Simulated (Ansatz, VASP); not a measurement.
SiO2: VASP beside Ansatz

```
Si O
1.0
    -2.37405    2.37405    3.81888
     2.37405   -2.37405    3.81888
     2.37405    2.37405   -3.81888
Si O
2 4
Direct
  0.00000 0.00000 0.00000
  0.75000 0.25000 0.50000
  0.99838 0.62500 0.87338
  0.37500 0.24838 0.37338
  0.75162 0.12500 0.12662
  0.87500 0.00162 0.62662
```

Change from the starting cell: zz strain of +2 %.

Alike in both runs: task single point; functional PBE; k mesh 7 × 7 × 7; occupations fermi-dirac, width 0.03 eV; no spin polarisation.

|  | VASP | Ansatz |
| --- | --- | --- |
| version | VASP 6.6.1 | Ansatz 0.2.0 |
| potentials or method | VASP PAW PBE potentials, release 64 (Si, O), cutoff 520 eV | all-electron LAPW, scalar-relativistic |

Ansatz gave:

```
gap on the k mesh at the Fermi level (eV)                     : 5.87
pressure (GPa)                                                : 0.1
traceless stress, the component that is largest in VASP (GPa) : -2.20
rms of the force components (eV/Å)                            : 0.043
```

Which values does VASP return?

gap on the k mesh at the Fermi level (eV): 5.86; pressure (GPa): 0.2; traceless stress, the component that is largest in VASP (GPa): -2.13; rms of the force components (eV/Å): 0.043.

Atom by atom the forces differ by 0.001 eV/Å (rms over components). Ansatz ran all-electron here, and VASP with PAW potentials.
